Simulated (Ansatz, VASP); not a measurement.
**One calculation of TlCl, two programs**

```
Tl Cl
1.0
     3.83400    0.00000    0.00000
     0.00000    3.83400    0.00000
     0.00000    0.00000    3.83400
Tl Cl
1 1
Direct
  0.00000 0.00000 0.00000
  0.50000 0.50000 0.50000
```

Alike in both runs: task electric field gradients; functional PBE; k mesh 7 × 7 × 7; occupations fermi-dirac, width 0.02 eV; no spin polarisation.

|  | VASP | Ansatz |
| --- | --- | --- |
| version | VASP 6.6.1 | Ansatz 0.2.0 |
| potentials or method | VASP PAW PBE potentials, release 64 (Tl_d, Cl) | plane-wave PAW, scalar-relativistic |
| plane-wave cutoff (eV) | 400 | 420 |
| valence electrons in the cell | 20 | 20 |

```csv
,VASP,Ansatz,Ansatz less VASP
gap on the k mesh at the Fermi level (eV),2.54,2.54,-0.005
pressure (GPa),1.2,1.3,+0.10
```

Neither program's run includes spin-orbit coupling.
